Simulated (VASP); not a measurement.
# MnHg (P4/mmm) in VASP: further runs

MnHg is run at these levels: PBE, r2SCAN; tasks: single point.

Everything below comes from runs of VASP 6.6.1. Logs are shortened: lines on timing, memory, paths and dates and some standing lists are left out, and cuts for length are marked.

## 1. The cell of the first run

It takes space group P4/mmm (No. 123, tetragonal). Conventional cell: a = 3.288 Å, b = 3.288 Å, c = 3.313 Å, α = 90.00°, β = 90.00°, γ = 90.00°. Within 3.8 Å of Mn (site symmetry 4/mmm) lie 8 Hg at 2.85 Å and 6 Mn at 3.29 to 3.31 Å. Hg (site symmetry 4/mmm) has 8 Mn at 2.85 Å and 6 Hg at 3.29 to 3.31 Å within 3.8 Å.

## 2. Single point, PBE

Contents of INCAR:

```
ALGO = Normal
EDIFF = 1E-7
ENCUT = 520
GGA = PE
ISIF = 2
ISMEAR = -1
LASPH = T
LCHARG = T
LELF = T
LREAL = F
LVHAR = T
LWAVE = F
NBANDS = 33
NELM = 80
PREC = Accurate
SIGMA = 0.05
```

Contents of KPOINTS:

```
k-points
0
Gamma
  4 8 8
```

Contents of POSCAR:

```
MnHg
1.0
    6.5760000000      0.0000000000      0.0000000000
    0.0000000000      3.2880000000      0.0000000000
    0.0000000000      0.0000000000      3.3130000000
Mn Hg
2 2
Direct
    0.2500000000      0.5000000000      0.5000000000
    0.7500000000      0.5000000000      0.5000000000
    0.0000000000      0.0000000000      0.0000000000
    0.5000000000      0.0000000000      0.0000000000
```

Potentials or basis: VASP PAW PBE potentials, release 64 (Mn_pv, Hg).

Command:

```console
> cat potpaw_PBE.64/Mn_pv/POTCAR potpaw_PBE.64/Hg/POTCAR > POTCAR
> mpirun -np 1 vasp_std > vasp.out
```

OUTCAR:

```text
EDIFF = 1E-7
   ENCUT = 520
   GGA = PE
   ISIF = 2
   ISMEAR = -1
   LASPH = T
   LREAL = F
   NELM = 80
   PREC = Accurate

 ion  position               nearest neighbor table
   1  0.250  0.500  0.500-   3 2.85   4 2.85   3 2.85   4 2.85   3 2.85   4 2.85   3 2.85   4 2.85

   2  0.750  0.500  0.500-   3 2.85   4 2.85   3 2.85   4 2.85   3 2.85   4 2.85   3 2.85   4 2.85

   3  0.000  0.000  0.000-   1 2.85   2 2.85   1 2.85   2 2.85   1 2.85   2 2.85   1 2.85   2 2.85
                             4 3.29   4 3.29
   4  0.500  0.000  0.000-   1 2.85   2 2.85   1 2.85   2 2.85   1 2.85   2 2.85   1 2.85   2 2.85
                             3 3.29   3 3.29

  LATTYP: Found a simple orthorhombic cell.
 ALAT       =     3.2880000000
 B/A-ratio  =     1.0076034063
 C/A-ratio  =     2.0000000000

  Lattice vectors:

 A1 = (   0.0000000000,   3.2880000000,   0.0000000000)
 A2 = (   0.0000000000,   0.0000000000,   3.3130000000)
 A3 = (   6.5760000000,   0.0000000000,   0.0000000000)

Analysis of symmetry for initial positions (statically):
=====================================================================
 Subroutine PRICEL returns following result:

  LATTYP: Found a simple tetragonal cell.
 ALAT       =     3.2880000000
 C/A-ratio  =     1.0076034063

  Lattice vectors:

 A1 = (   3.2880000000,   0.0000000000,   0.0000000000)
 A2 = (   0.0000000000,   3.2880000000,   0.0000000000)
 A3 = (   0.0000000000,   0.0000000000,   3.3130000000)

   2 primitive cells build up your supercell.

 Routine SETGRP: Setting up the symmetry group for a
 simple orthorhombic supercell.

 Subroutine GETGRP returns: Found  8 space group operations
 (whereof  8 operations were pure point group operations)
 out of a pool of  8 trial point group operations.

The static configuration has the point symmetry D_2h.

Analysis of symmetry for dynamics (positions and initial velocities):
=====================================================================
 Subroutine PRICEL returns following result:

  LATTYP: Found a simple tetragonal cell.
 ALAT       =     3.2880000000
 C/A-ratio  =     1.0076034063

  Lattice vectors:

 A1 = (   3.2880000000,   0.0000000000,   0.0000000000)
 A2 = (   0.0000000000,   3.2880000000,   0.0000000000)
 A3 = (   0.0000000000,   0.0000000000,   3.3130000000)

   2 primitive cells build up your supercell.

 Routine SETGRP: Setting up the symmetry group for a
 simple orthorhombic supercell.

 Subroutine GETGRP returns: Found  8 space group operations
 (whereof  8 operations were pure point group operations)
 out of a pool of  8 trial point group operations.

The dynamic configuration has the point symmetry D_2h.

 Subroutine INISYM returns: Found  8 space group operations
 (whereof  8 operations are pure point group operations),
 and found     2 'primitive' translations

----------------------------------------------------------------------------------------

                                     Primitive cell

  volume of cell :      35.8167

  direct lattice vectors                    reciprocal lattice vectors
     3.288000000  0.000000000  0.000000000     0.304136253  0.000000000  0.000000000
     0.000000000  3.288000000  0.000000000     0.000000000  0.304136253  0.000000000
     0.000000000  0.000000000  3.313000000     0.000000000  0.000000000  0.301841232

  length of vectors
     3.288000000  3.288000000  3.313000000     0.304136253  0.304136253  0.301841232

  position of ions in fractional coordinates (direct lattice)
     0.500000000  0.500000000  0.500000000
     0.000000000  0.000000000  0.000000000

  ion indices of the primitive-cell ions
   primitive index   ion index
                 1           1
                 2           3

----------------------------------------------------------------------------------------

 KPOINTS: k-points

Automatic generation of k-mesh.
 Grid dimensions read from file:
 generate k-points for:    4    8    8

 Generating k-lattice:

  Cartesian coordinates                     Fractional coordinates (reciprocal lattice)
     0.038017032  0.000000000  0.000000000     0.250000000  0.000000000  0.000000000
     0.000000000  0.038017032  0.000000000     0.000000000  0.125000000  0.000000000
     0.000000000  0.000000000  0.037730154     0.000000000  0.000000000  0.125000000

  Length of vectors
     0.038017032  0.038017032  0.037730154

  Shift w.r.t. Gamma in fractional coordinates (k-lattice)
     0.000000000  0.000000000  0.000000000

 Subroutine IBZKPT returns following result:
 ===========================================

 Found     75 irreducible k-points:

 Following reciprocal coordinates:
            Coordinates               Weight
  0.000000  0.000000  0.000000      1.000000
  0.250000  0.000000  0.000000      2.000000
  0.500000  0.000000  0.000000      1.000000
  0.000000  0.125000  0.000000      2.000000
  0.250000  0.125000  0.000000      4.000000
  0.500000  0.125000  0.000000      2.000000
[... 16 lines left out ...]
  0.250000  0.250000  0.125000      8.000000
  0.500000  0.250000  0.125000      4.000000
 [... further k-points ...]
   k-points           NKPTS =     75   k-points in BZ     NKDIM =     75   number of bands    NBANDS=     33
   number of dos      NEDOS =    301   number of ions     NIONS =      4
   total plane-waves  NPLWV =  33600
   dimension x,y,z NGX =    50 NGY =   24 NGZ =   28
   dimension x,y,z NGXF=   100 NGYF=   48 NGZF=   56
   ions per type =               2   2
   NGX,Y,Z   is equivalent  to a cutoff of  12.64, 12.13, 14.05 a.u.
   NGXF,Y,Z  is equivalent  to a cutoff of  25.28, 24.27, 28.10 a.u.
 SYSTEM =  unknown system
   PREC   = accura    normal or accurate (medium, high low for compatibility)
   ISTART =      0    job   : 0-new  1-cont  2-samecut
   ICHARG =      2    charge: 1-file 2-atom 10-const
   ISPIN  =      1    spin polarized calculation?
   LNONCOLLINEAR =      F non collinear calculations
   LSORBIT =      F    spin-orbit coupling
   LASPH  =      T    aspherical Exc in radial PAW
   ENCUT  =  520.0 eV  38.22 Ry    6.18 a.u.  12.23  6.11  6.16*2*pi/ulx,y,z
   NELM   =     80;   NELMIN=  2; NELMDL= -5     # of ELM steps
   EDIFF  = 0.1E-06   stopping-criterion for ELM
   LREAL  =      F    real-space projection
   EDIFFG = 0.1E-05   stopping-criterion for IOM
   NSW    =      0    number of steps for IOM
   IBRION =     -1    ionic relax: 0-MD 1-quasi-New 2-CG
   NFREE  =      0    steps in history (QN), initial steepest desc. (CG)
   ISIF   =      2    stress and relaxation
   ISYM   =      2    0-nonsym 1-usesym 2-fastsym
   POTIM  = 0.5000    time-step for ionic-motion
   TEBEG  =    0.0;   TEEND  =   0.0 temperature during run
   PSTRESS=    0.0 pullay stress
   NELECT =      50.0000    total number of electrons
   NUPDOWN=      -1.0000    fix difference up-down
   EMIN   =  10.00;   EMAX   =-10.00  energy-range for DOS
   EFERMI =   0.00;   METHOD = LEGACY
   ISMEAR =    -1;   SIGMA  =   0.05  broadening in eV -4-tet -1-fermi 0-gaus
   EFERMI_NEDOS =   21; number of points for ismear=-14 and -15
   IALGO  =     38    algorithm
   IMIX   =      4    mixing-type and parameters
     AMIX     =   0.40;   BMIX     =  1.00
     AMIX_MAG =   1.60;   BMIX_MAG =  1.00
  volume/ion in A,a.u.               =      17.91       120.85
  Fermi-wavevector in a.u.,A,eV,Ry     =   1.452200  2.744260 28.693127  2.108885
  Thomas-Fermi vector in A             =   2.569610
   LORBIT       =      0    0 simple, 1 ext, 2 COOP (PROOUT), +10 PAW based schemes
   GGA     = PE    functional components
   LHFCALC =     F    Hartree Fock is set to
   AEXX    =    0.0000 exact exchange contribution
   IVDW    =     0    specifies the selected vdW correction
   LEPSILON=     F    determine dielectric tensor
   LRPA    =     F    only Hartree local field effects (RPA)
 non-spin polarized calculation
  energy-cutoff  :      520.00
  volume of cell :       71.63
 maximum number of plane-waves:      1952
 NGX is ok and might be reduce to    50
   NGX = 25   NGY = 13   NGZ = 13

 number of electron      50.0000001 magnetization

 Free energy of the ion-electron system (eV)
  ---------------------------------------------------
  ext. energy  EPLUGINS =         0.00000000
  ---------------------------------------------------
  free energy    TOTEN  =       -14.20331235 eV

  energy without entropy =      -14.11990028  energy(sigma->0) =      -14.16160631

 E-fermi :   4.9104     XC(G=0): -11.8235

 val. band max:        4.9078895774   @ k =   0.0000   0.1250   0.1250
 cond. band min:       4.9661585335   @ k =   0.5000   0.2500   0.1250
 fundamental gap:      0.0582689561
 Fermi energy:         4.9104011375

 k-point     1 :       0.0000    0.0000    0.0000
  band No.  band energies     occupation
      1     -42.7552      2.00000
      2     -42.7364      2.00000
      3     -42.7354      2.00000
      4     -42.7354      2.00000
      5     -42.7352      2.00000
      6     -42.7342      2.00000
[... 25 lines left out ...]
     32      10.8426      0.00000
     33      14.9102      0.00000

 k-point     2 :       0.2500    0.0000    0.0000
  band No.  band energies     occupation
      1     -42.7523      2.00000
      2     -42.7383      2.00000
      3     -42.7363      2.00000
      4     -42.7354      2.00000
      5     -42.7352      2.00000
      6     -42.7343      2.00000
[... 25 lines left out ...]
     32      11.3409      0.00000
     33      14.2881      0.00000

 k-point     3 :       0.5000    0.0000    0.0000
  band No.  band energies     occupation
      1     -42.7453      2.00000
      2     -42.7453      2.00000
      3     -42.7358      2.00000
      4     -42.7358      2.00000
      5     -42.7348      2.00000
      6     -42.7348      2.00000
[... 25 lines left out ...]
     32      12.4568      0.00000
     33      12.6565      0.00000

 k-point     4 :       0.0000    0.1250    0.0000
  band No.  band energies     occupation
      1     -42.7549      2.00000
      2     -42.7383      2.00000
      3     -42.7369      2.00000
      4     -42.7363      2.00000
      5     -42.7352      2.00000
      6     -42.7349      2.00000
[... 25 lines left out ...]
     32      11.3409      0.00000
     33      13.3202      0.00000

 k-point     5 :       0.2500    0.1250    0.0000
  band No.  band energies     occupation
      1     -42.7520      2.00000
      2     -42.7382      2.00000
      3     -42.7380      2.00000
      4     -42.7371      2.00000
      5     -42.7361      2.00000
      6     -42.7351      2.00000
[... 604 lines left out ...]
 k-point    22 :       0.0000    0.2500    0.1250
  band No.  band energies     occupation
      1     -42.7538      2.00000
      2     -42.7451      2.00000
      3     -42.7433      2.00000
      4     -42.7384      2.00000
      5     -42.7369      2.00000
      6     -42.7346      2.00000
[... 25 lines left out ...]
     32      10.5840      0.00000
     33      12.2986      0.00000

 k-point    23 :       0.2500    0.2500    0.1250
  band No.  band energies     occupation
      1     -42.7510      2.00000
      2     -42.7448      2.00000
      3     -42.7436      2.00000
      4     -42.7382      2.00000
      5     -42.7374      2.00000
      6     -42.7371      2.00000
[... 25 lines left out ...]
     32      10.6548      0.00000
     33      11.2821      0.00000

 k-point    24 :       0.5000    0.2500    0.1250
  band No.  band energies     occupation
      1     -42.7444      2.00000
      2     -42.7444      2.00000
      3     -42.7440      2.00000
      4     -42.7440      2.00000
      5     -42.7376      2.00000
      6     -42.7376      2.00000
[... 25 lines left out ...]
     32       8.5983      0.00000
     33      11.7263      0.00000

 [... further k-points ...]

------------------------ aborting loop because EDIFF is reached ----------------------------------------

  FORCE on cell =-STRESS in cart. coord.  units (eV):
  Direction    XX          YY          ZZ          XY          YZ          ZX
  --------------------------------------------------------------------------------------
  -------------------------------------------------------------------------------------
  Total       -5.9432011     -5.9487943     -5.9773456      0.0000000     -0.0000000      0.0000000
  in kB     -132.9278441   -133.0529431   -133.6915322      0.0000000     -0.0000000      0.0000000
  external PRESSURE =    -133.2241065 kB  Pullay stress =       0.0000000 kB

 VOLUME and BASIS-vectors are now :
 -----------------------------------------------------------------------------
  energy-cutoff  :      520.00
  volume of cell :       71.63
      direct lattice vectors                 reciprocal lattice vectors
     6.576000000  0.000000000  0.000000000     0.152068127  0.000000000  0.000000000
     0.000000000  3.288000000  0.000000000     0.000000000  0.304136253  0.000000000
     0.000000000  0.000000000  3.313000000     0.000000000  0.000000000  0.301841232

 POSITION                                       TOTAL-FORCE (eV/Angst)
 -----------------------------------------------------------------------------------
      1.64400      1.64400      1.65650         0.000000      0.000000      0.000000
      4.93200      1.64400      1.65650         0.000000      0.000000      0.000000
      0.00000      0.00000      0.00000         0.000000      0.000000      0.000000
      3.28800      0.00000      0.00000         0.000000      0.000000     -0.000000
 -----------------------------------------------------------------------------------
    total drift:                                0.000000      0.000000     -0.000000

  FREE ENERGIE OF THE ION-ELECTRON SYSTEM (eV)
  ---------------------------------------------------
  free  energy   TOTEN  =       -14.2033123467 eV

  energy  without entropy=      -14.1199002772  energy(sigma->0) =      -14.16160631
```

It took 78 s on 1 thread of Intel Xeon 6975P-C (Granite Rapids), shared host; peak memory 0.27 GiB.

Results:

```
Free energy            : -14.2033 eV
Pressure               : -13.3 GPa
Band gap on the k mesh : zero (bands 25 and 26 overlap by 0.74 eV)
```

Levels at points of the mesh, in eV from the Fermi level:
```tsv
k point	band 22	band 23	band 24	band 25	band 26	band 27	band 28	band 29
(0.00, 0.00, 0.00)	-0.71	-0.58	-0.54	0.08	0.27	0.27	0.28	0.78
(0.50, 0.00, 0.00)	-0.88	-0.21	-0.21	-0.19	-0.19	0.18	0.18	1.98
(0.00, 0.50, 0.00)	-0.81	-0.58	-0.54	-0.46	0.08	0.18	0.18	0.49
(0.50, 0.50, 0.00)	-0.67	-0.46	-0.46	-0.18	-0.18	0.13	0.13	0.78
(0.00, 0.00, 0.50)	-0.84	-0.54	-0.54	-0.49	0.09	0.18	0.19	0.47
(0.50, 0.00, 0.50)	-0.69	-0.47	-0.47	-0.16	-0.16	0.14	0.14	0.74
(0.00, 0.50, 0.50)	-0.84	-0.49	0.18	0.19	0.47	0.50	0.51	1.08
(0.50, 0.50, 0.50)	-1.61	-0.03	-0.03	0.49	0.49	2.05	2.05	2.16
```

Caveat: the cell stands under tension; spin-orbit coupling is left out, which moves the levels of the heavy elements; the run has no spin polarisation, though such a crystal can be magnetic.

## 3. Single point, r2SCAN

POSCAR is that of step 2.

Contents of INCAR.step1:

```
SYSTEM = MnHg
ALGO = Normal
EDIFF = 1E-4
ENCUT = 520
GGA = PE
ISMEAR = -1
LASPH = .True.
LCHARG = .False.
LREAL = .False.
LWAVE = .True.
NBANDS = 33
NELM = 100
PREC = Accurate
SIGMA = 0.05
```

Contents of INCAR.step2:

```
SYSTEM = MnHg
ALGO = Normal
EDIFF = 1E-6
ENCUT = 520
ISIF = 2
ISMEAR = -1
ISTART = 1
LASPH = .True.
LCHARG = .True.
LELF = .True.
LMIXTAU = .True.
LREAL = .False.
LVHAR = .True.
LWAVE = .False.
METAGGA = R2SCAN
NBANDS = 33
NELM = 100
PREC = Accurate
SIGMA = 0.05
```

Contents of KPOINTS:

```
k-points
0
Gamma
  4 8 8
  0 0 0
```

Potentials or basis: VASP PAW PBE potentials, release 64 (Mn_pv, Hg).

Command:

```console
> cat potpaw_PBE.64/Mn_pv/POTCAR potpaw_PBE.64/Hg/POTCAR > POTCAR
> cp INCAR.step1 INCAR
> mpirun -np 1 vasp_std > vasp.out
> cp INCAR.step2 INCAR
> mpirun -np 1 vasp_std > vasp.out
```

It took 4 min on 1 thread of Intel Xeon 6975P-C (Granite Rapids), shared host; peak memory 0.29 GiB.

It converged, with:

| Item | Value |
| --- | --- |
| Free energy | -122.7508 eV |
| Pressure | -17.1 GPa |
| Band gap on the k mesh | zero (bands 25 and 26 overlap by 0.67 eV) |

Stress tensor (GPa, compression positive):
```
-17.13   0.00   0.00
  0.00 -17.01   0.00
  0.00   0.00 -17.04
```

Levels at points of the mesh, in eV from the Fermi level:
```tsv
k point	band 22	band 23	band 24	band 25	band 26	band 27	band 28	band 29
(0.00, 0.00, 0.00)	-0.82	-0.57	-0.54	0.11	0.30	0.30	0.31	0.75
(0.50, 0.00, 0.00)	-0.99	-0.20	-0.20	-0.17	-0.17	0.20	0.20	2.04
(0.00, 0.50, 0.00)	-0.93	-0.57	-0.55	-0.54	0.11	0.20	0.20	0.43
(0.50, 0.50, 0.00)	-0.77	-0.48	-0.48	-0.17	-0.17	0.16	0.16	0.74
(0.00, 0.00, 0.50)	-0.96	-0.58	-0.54	-0.53	0.12	0.20	0.21	0.42
(0.50, 0.00, 0.50)	-0.80	-0.49	-0.49	-0.15	-0.15	0.16	0.16	0.70
(0.00, 0.50, 0.50)	-0.96	-0.59	0.20	0.21	0.42	0.44	0.46	1.11
(0.50, 0.50, 0.50)	-1.68	-0.11	-0.11	0.43	0.43	2.11	2.11	2.20
```

Caveat: the cell stands under tension; the PAW data sets were made with another functional, which shifts forces and pressure a little; spin-orbit coupling is left out, which moves the levels of the heavy elements; the run has no spin polarisation, though such a crystal can be magnetic. Spin polarisation is off, so any magnetic state and its effect on volume and gap are missing.

The gap in the log of VASP goes by the Fermi energy; the results here count the filled bands.